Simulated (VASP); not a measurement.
# Al6N5 (a cell with a defect) in VASP: further runs, part 2 of 2

VASP 6.6.1. The steps go on from the part before.

### Step 4. Single point, PBEsol

Contents of INCAR:

```
SYSTEM = Al6N5
ALGO     = Normal         ! electronic algorithm
EDIFF    = 1E-6           ! SCF threshold, eV
ENCUT    = 520            ! plane-wave cutoff, eV
GGA      = PS             ! functional
ISIF     = 2              ! what is computed and relaxed
ISMEAR   = 0              ! smearing method
LASPH    = .TRUE.         ! aspherical terms in the spheres
LCHARG   = .TRUE.         ! write CHGCAR
LELF     = .TRUE.         ! ELF
LREAL    = .FALSE.        ! projectors in reciprocal space
LVHAR    = .TRUE.       
LWAVE    = .FALSE.        ! write WAVECAR
NBANDS   = 32             ! bands
NELECT   = 40.0         
NELM     = 100            ! most SCF steps
PREC     = Accurate       ! precision mode
SIGMA    = 0.05           ! smearing width, eV
```

Contents of KPOINTS:

```
k-points
0
G
  6 6 6
  0 0 0
```

Contents of POSCAR:

```
Al6N5
1.0
   -3.3014697842      0.0000000000      4.1398709024
    1.6507348921     -2.8591567030      4.1398709024
    1.6507348921      2.8591567030      4.1398709024
Al N
6 5
Direct
    0.2500000000      0.9166666667      0.5833333333
    0.5833333333      0.2500000000      0.9166666667
    0.9166666667      0.5833333333      0.2500000000
    0.7500000000      0.0833333333      0.4166666667
    0.0833333333      0.4166666667      0.7500000000
    0.4166666667      0.7500000000      0.0833333333
    0.4166666667      0.0833333333      0.7500000000
    0.7500000000      0.4166666667      0.0833333333
    0.8317185766      0.3384350503      0.5850768134
    0.2500000000      0.5833333333      0.9166666667
    0.5833333333      0.9166666667      0.2500000000
```

The run is started by

```
> cat potpaw_PBE.64/Al/POTCAR potpaw_PBE.64/N/POTCAR > POTCAR
> mpirun -np 1 vasp_std > vasp.out
```

Run time: 3.4 min. Hardware: 1 thread of Intel Xeon 6975P-C (Granite Rapids), shared host; peak memory 0.44 GiB.

The run converged. Its results:

| Property | Result |
| --- | --- |
| Free energy | -100.8929 eV |
| Largest force | 5.356 eV/Å |

Forces in eV/Å, atoms in the order of the input:
```
Al   0.001 -0.055  2.671
Al   2.647  2.006 -0.124
Al  -0.254 -3.142 -2.629
Al   2.069 -1.146 -0.379
Al   0.397  1.758  0.276
Al  -1.775 -1.073  0.039
N    0.373 -0.152 -0.624
N   -0.117  0.335 -0.121
N   -5.023  1.663  0.831
N    1.398 -0.304  0.136
N    0.284  0.111 -0.077
```

Levels at points of the mesh, in eV from the Fermi level:
```tsv
k point	band 16	band 17	band 18	band 19	band 20	band 21	band 22	band 23	band 24	band 25
(0.00, 0.00, 0.00)	-2.00	-1.32	-0.54	-0.38	-0.08	0.50	3.36	4.22	4.94	6.03
(0.50, 0.00, 0.00)	-1.62	-1.09	-0.94	-0.38	0.05	0.08	2.82	3.80	4.43	6.07
(0.00, 0.50, 0.00)	-1.79	-1.34	-1.24	-0.59	0.01	0.24	2.87	3.94	4.96	5.93
(0.00, 0.00, 0.50)	-2.17	-1.71	-1.05	-0.71	-0.21	0.40	3.04	3.80	4.92	5.76
(0.50, 0.50, 0.00)	-1.90	-1.49	-1.32	-0.54	-0.12	0.14	3.31	4.03	4.45	5.74
(0.50, 0.00, 0.50)	-1.98	-1.63	-1.47	-0.60	-0.21	0.16	3.34	3.90	4.31	5.59
(0.00, 0.50, 0.50)	-2.06	-1.78	-1.59	-0.91	-0.37	-0.15	3.31	3.83	5.02	5.66
(0.50, 0.50, 0.50)	-1.83	-1.73	-1.63	-1.44	-1.10	0.92	3.14	3.84	3.97	6.51
```

Caveat: the cell carries a net charge on a neutralising background, which shifts energy and pressure; the cell differs from its parent crystal (atoms taken out, atom 9 moved -0.125 of the way to it and -0.350 Å across, host rigid); the cell is charged against a uniform background, so pressure and absolute levels hang on convention; the PAW data sets were made with another functional, which shifts forces and pressure a little.

### Step 5. Single point, PBEsol

Contents of INCAR:

```
SYSTEM = Al6N5
PREC = Accurate
ENCUT = 520
EDIFF = 1E-7
ISMEAR = 0
SIGMA = 0.05
LREAL = .False.
LASPH = .True.
NELM = 80
ALGO = Normal
ISIF = 2
LWAVE = .False.
LCHARG = .False.
GGA = PS
NBANDS = 32
NELECT = 40.0
```

Contents of KPOINTS:

```
Automatic mesh
0
Gamma
  6 6 6
  0 0 0
```

POSCAR: that of step 4 with these lines changed.

```diff
@@ -16,3 +16,3 @@
     0.7500000000      0.4166666667      0.0833333333
-    0.8317185766      0.3384350503      0.5850768134
+    0.8942185766      0.1509350503      0.5225768134
     0.2500000000      0.5833333333      0.9166666667
```

The run is started by

```
> cat potpaw_PBE.64/Al/POTCAR potpaw_PBE.64/N/POTCAR > POTCAR
> mpirun -np 1 vasp_std > vasp.out
```

Run time: 6.4 min. Hardware: 1 thread of Intel Xeon Platinum 8488C (Sapphire Rapids), shared host; peak memory 0.43 GiB.

It converged, with:

| Item | Value |
| --- | --- |
| Free energy | -95.3269 eV |
| Largest force | 35.761 eV/Å |

Forces on the atoms (eV/Å):
```
Al   -0.147   0.102   2.469
Al   -0.561   0.201  -0.728
Al   -0.410   0.343  -3.446
Al    6.461  -3.366 -32.160
Al   -0.001   2.229   1.610
Al   -1.898  -1.206   0.053
N     2.020  -0.048  -1.203
N    -0.584  -1.863  -1.749
N    -4.984   2.678  35.310
N     0.361  -0.256   0.067
N    -0.256   1.187  -0.223
```

Levels at points of the mesh, in eV from the Fermi level:
| k point | band 17 | band 18 | band 19 | band 20 | band 21 | band 22 | band 23 | band 24 |
| --- | --- | --- | --- | --- | --- | --- | --- | --- |
| (0.00, 0.00, 0.00) | -1.31 | -0.86 | -0.38 | 0.15 | 0.18 | 3.29 | 4.37 | 5.58 |
| (0.50, 0.00, 0.00) | -1.47 | -1.00 | -0.47 | -0.29 | 0.07 | 2.90 | 4.31 | 4.97 |
| (0.00, 0.50, 0.00) | -1.27 | -0.97 | -0.68 | -0.42 | 0.27 | 2.73 | 4.03 | 5.11 |
| (0.00, 0.00, 0.50) | -1.28 | -1.02 | -0.58 | -0.13 | 0.31 | 3.04 | 4.13 | 4.53 |
| (0.50, 0.50, 0.00) | -1.61 | -1.29 | -0.52 | -0.40 | 0.26 | 3.08 | 4.19 | 5.01 |
| (0.50, 0.00, 0.50) | -1.66 | -0.84 | -0.62 | -0.15 | -0.05 | 3.58 | 3.93 | 4.73 |
| (0.00, 0.50, 0.50) | -1.71 | -1.16 | -0.51 | -0.14 | 0.37 | 2.81 | 4.18 | 4.50 |
| (0.50, 0.50, 0.50) | -1.77 | -1.59 | -1.25 | -0.66 | 0.88 | 3.14 | 3.73 | 4.41 |

Caveat: the cell carries a net charge on a neutralising background, which shifts energy and pressure; the cell differs from its parent crystal (atoms taken out, atom 9 moved 0.250 of the way to it and -0.350 Å across, host rigid); the cell is charged against a uniform background, so pressure and absolute levels hang on convention; atoms lie so close that the PAW spheres overlap strongly, which falsifies energies and pressures; the PAW data sets were made with another functional, which shifts forces and pressure a little.

### Step 6. Single point, PBEsol

Contents of INCAR:

```
SYSTEM = Al6N5
PREC = Accurate ; ENCUT = 520
EDIFF = 1E-7 ; ISMEAR = 0
SIGMA = 0.05 ; LREAL = .FALSE.
LASPH = .TRUE. ; NELM = 100
ALGO = Normal ; ISIF = 2
LWAVE = .FALSE. ; LCHARG = .TRUE.
GGA = PS ; LELF = .TRUE.
LVHAR = .TRUE. ; NELECT = 40.0
NBANDS = 32
```

Contents of KPOINTS:

```
Automatic mesh
0
G
  6 6 6
  0 0 0
```

POSCAR: that of step 5 with these lines changed.

```diff
@@ -16,3 +16,3 @@
     0.7500000000      0.4166666667      0.0833333333
-    0.8942185766      0.1509350503      0.5225768134
+    0.8525519099      0.2759350503      0.5642434801
     0.2500000000      0.5833333333      0.9166666667
```

Potentials or basis: VASP PAW PBE potentials, release 64 (Al, N).

The run is started by

```
> cat potpaw_PBE.64/Al/POTCAR potpaw_PBE.64/N/POTCAR > POTCAR
> mpirun -np 1 vasp_std > vasp.out
```

It took 5.9 min on 1 thread of Intel Xeon Platinum 8488C (Sapphire Rapids), shared host; peak memory 0.43 GiB.

Results (log left out):

| Item | Value |
| --- | --- |
| Free energy | -101.5537 eV |
| Largest force | 5.109 eV/Å |

Forces in eV/Å, atoms in the order of the input:
```
Al   0.523 -0.303  2.445
Al   1.097  0.638  0.126
Al   0.106 -1.266 -2.656
Al   1.847 -1.094 -1.468
Al   0.232  1.941  0.235
Al  -1.881 -0.956  0.043
N    0.897  0.033 -0.982
N   -0.383 -0.661 -1.007
N   -3.610  1.524  3.279
N    0.979 -0.391  0.049
N    0.194  0.534 -0.065
```

Levels at points of the mesh, in eV from the Fermi level:
| k point | band 16 | band 17 | band 18 | band 19 | band 20 | band 21 | band 22 | band 23 | band 24 | band 25 |
| --- | --- | --- | --- | --- | --- | --- | --- | --- | --- | --- |
| (0.00, 0.00, 0.00) | -1.86 | -1.70 | -0.53 | -0.43 | -0.01 | 0.48 | 3.80 | 4.13 | 5.25 | 5.88 |
| (0.50, 0.00, 0.00) | -2.11 | -1.09 | -1.04 | -0.40 | -0.13 | 0.11 | 3.08 | 4.01 | 4.56 | 6.22 |
| (0.00, 0.50, 0.00) | -2.03 | -1.30 | -1.07 | -0.53 | -0.12 | 0.13 | 3.03 | 4.23 | 4.83 | 6.35 |
| (0.00, 0.00, 0.50) | -2.11 | -1.52 | -1.10 | -0.62 | -0.19 | 0.44 | 3.08 | 4.04 | 4.61 | 6.44 |
| (0.50, 0.50, 0.00) | -1.84 | -1.62 | -1.38 | -0.58 | -0.19 | 0.02 | 3.70 | 3.98 | 4.59 | 5.82 |
| (0.50, 0.00, 0.50) | -1.93 | -1.69 | -1.42 | -0.61 | -0.19 | 0.15 | 3.75 | 3.87 | 4.15 | 5.71 |
| (0.00, 0.50, 0.50) | -2.05 | -1.64 | -1.53 | -0.68 | -0.27 | -0.12 | 3.62 | 3.88 | 4.80 | 5.63 |
| (0.50, 0.50, 0.50) | -1.78 | -1.74 | -1.59 | -1.47 | -1.38 | 0.97 | 3.42 | 3.70 | 3.98 | 6.83 |

Caveat: the cell carries a net charge on a neutralising background, which shifts energy and pressure; the cell differs from its parent crystal (atoms taken out, atom 9 moved 0.000 of the way to it and -0.350 Å across, host rigid); the cell is charged against a uniform background, so pressure and absolute levels hang on convention; the PAW data sets were made with another functional, which shifts forces and pressure a little.

### Step 7. Single point, PBEsol

Contents of INCAR:

```
SYSTEM = Al6N5
  PREC = Accurate
  ENCUT = 520
  EDIFF = 1E-6
  ISMEAR = 0
  SIGMA = 0.05
  LREAL = .False.
  LASPH = .True.
  NELM = 60
  ALGO = Normal
  ISIF = 2
  LWAVE = .False.
  LCHARG = .True.
  GGA = PS
  LELF = .True.
  LVHAR = .True.
  NBANDS = 32
  NELECT = 40.0
```

Contents of KPOINTS:

```
regular mesh
0
Gamma
  6 6 6
  0 0 0
```

POSCAR: that of step 6 with these lines changed.

```diff
@@ -16,3 +16,3 @@
     0.7500000000      0.4166666667      0.0833333333
-    0.8525519099      0.2759350503      0.5642434801
+    0.9903907117      0.1120324748      0.5512115933
     0.2500000000      0.5833333333      0.9166666667
```

The run is started by

```
> cat potpaw_PBE.64/Al/POTCAR potpaw_PBE.64/N/POTCAR > POTCAR
> mpirun -np 1 vasp_std > vasp.out
```

It took 6.2 min on 1 thread of Intel Xeon Platinum 8488C (Sapphire Rapids), shared host; peak memory 0.44 GiB.

The run converged. Its results:

```
Free energy   : -96.5919 eV
Largest force : 29.620 eV/Å
```

Forces on the atoms (eV/Å):
```
Al  -23.101  13.344  10.772
Al   -0.653   0.520  -0.531
Al   -0.840   0.193  -3.377
Al    2.046  -0.849  -1.842
Al   -0.250   2.550   1.178
Al   -1.969  -1.310   0.017
N     0.807  -0.493   0.415
N    -0.319  -0.696  -0.951
N    24.998 -14.760  -5.882
N     0.017   0.077   0.136
N    -0.736   1.424   0.066
```

Levels at points of the mesh, in eV from the Fermi level:
| k point | band 18 | band 19 | band 20 | band 21 | band 22 | band 23 |
| --- | --- | --- | --- | --- | --- | --- |
| (0.00, 0.00, 0.00) | -0.69 | -0.40 | 0.03 | 0.22 | 3.42 | 4.34 |
| (0.50, 0.00, 0.00) | -0.99 | -0.84 | -0.17 | 0.14 | 3.04 | 4.21 |
| (0.00, 0.50, 0.00) | -0.87 | -0.62 | -0.43 | 0.34 | 2.79 | 3.73 |
| (0.00, 0.00, 0.50) | -0.89 | -0.51 | -0.27 | 0.08 | 3.06 | 4.37 |
| (0.50, 0.50, 0.00) | -1.43 | -0.65 | -0.33 | 0.41 | 2.85 | 4.16 |
| (0.50, 0.00, 0.50) | -1.13 | -0.74 | -0.19 | -0.05 | 3.68 | 3.95 |
| (0.00, 0.50, 0.50) | -1.15 | -0.51 | -0.16 | 0.59 | 2.80 | 4.25 |
| (0.50, 0.50, 0.50) | -1.51 | -1.11 | -0.87 | 1.03 | 3.10 | 3.80 |

Caveat: the cell carries a net charge on a neutralising background, which shifts energy and pressure; the cell differs from its parent crystal (atoms taken out, atom 9 moved 0.250 of the way to it and +0.175 Å across, host rigid); the cell is charged against a uniform background, so pressure and absolute levels hang on convention; the PAW data sets were made with another functional, which shifts forces and pressure a little.
